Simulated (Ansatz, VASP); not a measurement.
## One calculation of AlN, two programs

```
CELL_PARAMETERS angstrom
3.34120 0.00000 0.00000
-1.67060 2.89356 0.00000
0.00000 0.00000 4.14122
ATOMIC_POSITIONS crystal
Al 0.33333 0.66667 0.75000
Al 0.66667 0.33333 0.25000
N 0.33333 0.66667 0.25000
N 0.66667 0.33333 0.75000
```

Alike in both runs: task single point; functional PBEsol; k mesh 9 × 9 × 6; occupations gaussian, width 0.05 eV; no spin polarisation.

|  | VASP | Ansatz |
| --- | --- | --- |
| version | VASP 6.6.1 | Ansatz 0.2.0 |
| potentials or method | VASP PAW PBE potentials, release 64 (Al, N), cutoff 520 eV | scalar-relativistic, plane waves, PAW |
| valence electrons in the cell | 16 | 16 |

```tsv
	VASP	Ansatz	Ansatz less VASP
gap on the k mesh at the Fermi level (eV)	3.20	3.18	-0.012
least direct gap on the mesh (eV)	3.20	3.18	-0.012
pressure (GPa)	-5.2	-5.1	+0.09
traceless stress, the component that is largest in VASP (GPa)	1.93	1.94	+0.009
```

VASP's potentials were made for PBE, not for PBEsol.
